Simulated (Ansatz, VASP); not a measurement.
**Two plane-wave programs on WSe2**

INCAR

```
SYSTEM = WSe2
PREC     = Accurate       ! precision mode
ENCUT    = 600            ! plane-wave cutoff, eV
EDIFF    = 1E-6           ! SCF threshold, eV
ISMEAR   = 0              ! smearing method
SIGMA    = 0.02           ! smearing width, eV
LREAL    = .FALSE.        ! projectors in reciprocal space
LASPH    = .TRUE.         ! aspherical terms in the spheres
NELM     = 80             ! most SCF steps
ALGO     = Normal         ! electronic algorithm
ISIF     = 3              ! what is computed and relaxed
LWAVE    = .FALSE.        ! write WAVECAR
LCHARG   = .FALSE.        ! write CHGCAR
GGA      = PS             ! functional
IBRION   = 2              ! ionic algorithm
NSW      = 70             ! ionic steps
EDIFFG   = -0.005         ! ionic threshold
```

Contents of KPOINTS:

```
regular mesh
0
G
  12 12 2
  0 0 0
```

Contents of POSCAR:

```
WSe2
1.0
    3.2790406019      0.0000000000      0.0000000000
   -1.6395203009      2.8397324613      0.0000000000
    0.0000000000      0.0000000000     12.7928297555
W Se
2 4
Direct
    0.6666666667      0.3333333333      0.2500164789
    0.3333333333      0.6666666667      0.7499835211
    0.3333333333      0.6666666667      0.3816762949
    0.6666666667      0.3333333333      0.8816429105
    0.3333333333      0.6666666667      0.1183570895
    0.6666666667      0.3333333333      0.6183237051
```

Input for Ansatz:

```yaml
crystal:
  lattice:
    - [3.2790406019, 0.0, 0.0]
    - [-1.6395203009, 2.8397324613, 0.0]
    - [0.0, 0.0, 12.7928297555]
  atoms:
    - { symbol: W, position: [0.6666666667, 0.3333333333, 0.2500164789] }
    - { symbol: W, position: [0.3333333333, 0.6666666667, 0.7499835211] }
    - { symbol: Se, position: [0.3333333333, 0.6666666667, 0.3816762949] }
    - { symbol: Se, position: [0.6666666667, 0.3333333333, 0.8816429105] }
    - { symbol: Se, position: [0.3333333333, 0.6666666667, 0.1183570895] }
    - { symbol: Se, position: [0.6666666667, 0.3333333333, 0.6183237051] }
basis:
  ecutwfc: 420
kpoints:
  mp_grid: { grid: [12, 12, 2] }
hamiltonian:
  xc: pbesol
scf:
  occupations: { method: gaussian, width: 0.02 }
output:
  forces: true
  stress: true
  eigenvalues: true
relax:
  adjacent_minimum: "off"
  f_tol: 0.005
  max_steps: 50
  cell: { stress_tol: 0.05 }
```

Alike in both runs: task relaxation of cell and atoms; functional PBEsol; k mesh 12 × 12 × 2; occupations gaussian, width 0.02 eV; no spin polarisation.

```csv
,VASP,Ansatz
version,VASP 6.6.1,Ansatz 0.2.0
potentials or method,"VASP PAW PBE potentials, release 64 (W_sv, Se), cutoff 600 eV","scalar-relativistic, plane waves, PAW"
valence electrons in the cell,52,92
```

|  | VASP | Ansatz | Ansatz less VASP |
| --- | --- | --- | --- |
| gap on the k mesh at the Fermi level, each at its own relaxed structure (eV) | 1.05 | 1.04 | -0.005 |
| relaxed volume (Å³/atom) | 20.51 | 20.42 | -0.089 |
| relaxed cell length with the largest relative difference (Å) | 13.260 | 13.224 | -0.0361 |

VASP's potentials were made for PBE, not for PBEsol. VASP's potentials hold 52 valence electrons a cell and Ansatz's 92, so a difference there can come from the potentials and not from the codes.

Neither program's run includes spin-orbit coupling.
